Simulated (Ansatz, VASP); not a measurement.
## AlN in VASP and in Ansatz

```
CELL_PARAMETERS angstrom
0.00000 2.18399 2.18399
2.18399 0.00000 2.18399
2.18399 2.18399 0.00000
ATOMIC_POSITIONS crystal
Al 0.00000 0.00000 0.00000
N 0.25000 0.25000 0.25000
```

Alike in both runs: task single point; functional PBEsol; k mesh 10 × 10 × 10; occupations fermi-dirac, width 0.05 eV; no spin polarisation.

|  | VASP | Ansatz |
| --- | --- | --- |
| version | VASP 6.6.1 | Ansatz 0.2.0 |
| potentials or method | VASP PAW PBE potentials, release 64 (Al, N) | Ansatz PAW |
| plane-wave cutoff (eV) | 520 | 420 |
| valence electrons in the cell | 8 | 8 |

|  | VASP | Ansatz | Ansatz less VASP |
| --- | --- | --- | --- |
| gap on the k mesh at the Fermi level (eV) | 3.19 | 3.20 | +0.009 |
| least direct gap on the mesh (eV) | 4.13 | 4.12 | -0.016 |
| pressure (GPa) | 1.3 | 1.3 | +0.02 |

VASP's potentials were made for PBE, not for PBEsol.
